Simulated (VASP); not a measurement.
A run of VASP 6.6.1:

Contents of POSCAR:

```
Os
1.0
    2.7341000000      0.0000000000      0.0000000000
   -1.3670500000      2.3678000565      0.0000000000
    0.0000000000      0.0000000000      4.3197000000
Os
2
Direct
    0.2533333333      0.6266666667      0.1900000000
    0.7466666667      0.3733333333      0.8100000000
```

INCAR.step1

```
PREC     = Accurate       # precision mode
ENCUT    = 520            # plane-wave cutoff, eV
ISMEAR   = -1             # smearing method
SIGMA    = 0.05           # smearing width, eV
LREAL    = False          # projectors in reciprocal space
LASPH    = True           # aspherical terms in the spheres
NELM     = 100            # most SCF steps
NBANDS   = 15             # bands
GGA      = PE             # functional
ALGO     = Normal         # electronic algorithm
EDIFF    = 1E-4           # SCF threshold, eV
LWAVE    = True           # write WAVECAR
LCHARG   = False          # write CHGCAR
```

The input INCAR.step2:

```
PREC     = Accurate       # precision mode
ENCUT    = 520            # plane-wave cutoff, eV
EDIFF    = 1E-8           # SCF threshold, eV
ISMEAR   = -1             # smearing method
SIGMA    = 0.05           # smearing width, eV
LREAL    = False          # projectors in reciprocal space
LASPH    = True           # aspherical terms in the spheres
NELM     = 100            # most SCF steps
ALGO     = Normal         # electronic algorithm
ISIF     = 2              # what is computed and relaxed
LWAVE    = False          # write WAVECAR
LCHARG   = False          # write CHGCAR
METAGGA  = R2SCAN         # meta-GGA
LMIXTAU  = True         
LEFG     = True         
NBANDS   = 15             # bands
ISTART   = 1
```

File KPOINTS:

```
Automatic mesh
0
Gamma
  13 13 7
```

Potentials or basis: VASP PAW PBE potentials, release 64 (Os).

Run with:

```console
$ cat potpaw_PBE.64/Os/POTCAR > POTCAR
$ cp INCAR.step1 INCAR
$ mpirun -np 1 vasp_std > vasp.out
$ cp INCAR.step2 INCAR
$ mpirun -np 1 vasp_std > vasp.out
```

Hardware: 1 thread of Intel(R) Xeon(R) 6975P-C (Granite Rapids), on a shared host.

Estimate the wall time of this run.

Run time: 2.9 min on 1 thread of Intel(R) Xeon(R) 6975P-C (Granite Rapids) (shared host), peak memory 0.23 GiB. Counts: k points 322.
